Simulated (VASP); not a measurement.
# NaF: single point with PBE

NaF:

```
CELL_PARAMETERS angstrom
0.00000 2.36625 2.36625
2.36625 0.00000 2.36625
2.36625 2.36625 0.00000
ATOMIC_POSITIONS crystal
Na 0.00000 0.00000 0.00000
F 0.50000 0.50000 0.50000
```

This cell differs from its parent crystal: volume scaled by 1.020.

```json
{
 "Program": "VASP 6.6.1",
 "Task": "single point",
 "Functional": "PBE",
 "Potentials or basis": "VASP PAW PBE potentials, release 64 (Na_pv, F)",
 "Cutoff": "520 eV",
 "k mesh": "12 × 12 × 12",
 "Occupations": "gaussian, width 0.05 eV",
 "Spin": "no spin polarisation"
}
```

```json
{
  "Pressure": "-1.0 GPa",
  "Band gap on the k mesh": "5.97 eV, direct"
}
```

Levels at points of the mesh, in eV from the valence-band top:
```tsv
k point	band 4	band 5	band 6	band 7	band 8	band 9	band 10	band 11
(0.00, 0.00, 0.00)	-19.07	0.00	0.00	0.00	5.97	18.52	18.52	18.52
(0.50, 0.00, 0.00)	-18.32	-1.46	-0.22	-0.22	10.40	11.94	19.43	19.43
(0.50, 0.50, 0.00)	-18.86	-1.18	-0.37	-0.37	12.64	12.99	13.08	18.96
```

Wall time 23 s on 1 thread of Intel(R) Xeon(R) Platinum 8259CL CPU @ 2.50GHz (Skylake/Cascade Lake) (shared host), peak memory 0.16 GiB.

 A k mesh can miss the band edges.
